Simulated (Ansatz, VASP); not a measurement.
One calculation of Te, two programs

Contents of INCAR:

```
PREC = Accurate
ENCUT = 500
EDIFF = 1E-6
ISMEAR = -1
SIGMA = 0.03
LREAL = False
LASPH = True
NELM = 120
ALGO = Normal
ISIF = 2
LWAVE = False
LCHARG = False
GGA = PE
NBANDS = 9
GGA_COMPAT = False
```

KPOINTS

```
Automatic mesh
0
Gamma
  11 11 11
```

Contents of POSCAR:

```
Te
1.0
    3.1352754966      0.0000000000      0.0000000000
    0.0000000000      3.1352754966      0.0000000000
    0.0000000000      0.0000000000      3.1352754966
Te
1
Direct
    0.0000000000      0.0000000000      0.0000000000
```

Input for Ansatz:

```yaml
crystal:
  lattice:
    - [3.1352754966, 0.0, 0.0]
    - [0.0, 3.1352754966, 0.0]
    - [0.0, 0.0, 3.1352754966]
  atoms:
    - { symbol: Te, position: [0.0, 0.0, 0.0] }
kpoints:
  mp_grid: { grid: [11, 11, 11] }
scf:
  occupations: { method: fermi_dirac, width: 0.03 }
hamiltonian:
  xc: pbe
  pseudopotentials: { kind: all_electron, lapw: { basis_error: 0.0005 } }
output:
  forces: true
  stress: true
  eigenvalues: true
```

Change from the starting cell: volume scaled by 0.9405.

Alike in both runs: task single point; functional PBE; k mesh 11 × 11 × 11; occupations fermi-dirac, width 0.03 eV; no spin polarisation.

|  | VASP | Ansatz |
| --- | --- | --- |
| version | VASP 6.6.1 | Ansatz 0.2.0 |
| potentials or method | VASP PAW PBE potentials, release 64 (Te), cutoff 500 eV | all-electron LAPW, scalar-relativistic |

```csv
,VASP,Ansatz,Ansatz less VASP
pressure (GPa),3.6,3.6,+0.04
```

Ansatz ran all-electron here, and VASP with PAW potentials.

Neither program's run includes spin-orbit coupling.
